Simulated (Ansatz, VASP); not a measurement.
# Two plane-wave programs on BN

Contents of INCAR:

```
PREC     = Accurate       # precision mode
ENCUT    = 600            # plane-wave cutoff, eV
EDIFF    = 1E-6           # SCF threshold, eV
ISMEAR   = -1             # smearing method
SIGMA    = 0.05           # smearing width, eV
LREAL    = F              # projectors in reciprocal space
LASPH    = T              # aspherical terms in the spheres
NELM     = 100            # most SCF steps
ALGO     = Normal         # electronic algorithm
ISIF     = 3              # what is computed and relaxed
LWAVE    = F              # write WAVECAR
LCHARG   = F              # write CHGCAR
GGA      = RE             # functional
IVDW     = 12             # dispersion correction
IBRION   = 2              # ionic algorithm
NSW      = 60             # ionic steps
EDIFFG   = -0.01          # ionic threshold
```

Contents of KPOINTS:

```
Automatic mesh
0
Gamma
  12 12 4
```

Contents of POSCAR:

```
BN
1.0
    2.4982400000      0.0000000000      0.0000000000
   -1.2491200000      2.1635393048      0.0000000000
    0.0000000000      0.0000000000      6.6357000000
N B
2 2
Direct
    0.6666666667      0.3333333333      0.2500000000
    0.3333333333      0.6666666667      0.7500000000
    0.6666666667      0.3333333333      0.7500000000
    0.3333333333      0.6666666667      0.2500000000
```

File input.yaml:

```yaml
crystal:
  lattice:
    - [2.49824, 0.0, 0.0]
    - [-1.24912, 2.1635393048, 0.0]
    - [0.0, 0.0, 6.6357]
  atoms:
    - { symbol: "N", position: [0.6666666667, 0.3333333333, 0.25] }
    - { symbol: "N", position: [0.3333333333, 0.6666666667, 0.75] }
    - { symbol: B, position: [0.6666666667, 0.3333333333, 0.75] }
    - { symbol: B, position: [0.3333333333, 0.6666666667, 0.25] }
hamiltonian:
  xc: revpbe
  pseudopotentials: { kind: paw }
  dispersion: d3bj
kpoints:
  mp_grid: { grid: [12, 12, 4] }
scf:
  occupations: { method: fermi_dirac, width: 0.05 }
output:
  forces: true
  stress: true
relax:
  f_tol: 0.01
  max_steps: 40
  cell: { stress_tol: 0.05 }
```

Alike in both runs: task relaxation of cell and atoms; functional revPBE; dispersion D3(BJ); k mesh 12 × 12 × 4; occupations fermi-dirac, width 0.05 eV; no spin polarisation.

|  | VASP | Ansatz |
| --- | --- | --- |
| version | VASP 6.6.1 | Ansatz 0.2.0 |
| potentials or method | VASP PAW PBE potentials, release 64 (N, B) | Ansatz PAW |
| plane-wave cutoff (eV) | 600 | 420 |
| valence electrons in the cell | 16 | 16 |

|  | VASP | Ansatz | Ansatz less VASP |
| --- | --- | --- | --- |
| relaxed volume (Å³/atom) | 8.50 | 8.55 | +0.049 |
| relaxed cell length with the largest relative difference (Å) | 6.243 | 6.279 | +0.0358 |

VASP's potentials were made for PBE, not for revPBE.

Noted on Ansatz's run: the plane-wave basis is chosen anew once the cell has moved, so the energies of steps on either side of that aren't comparable.
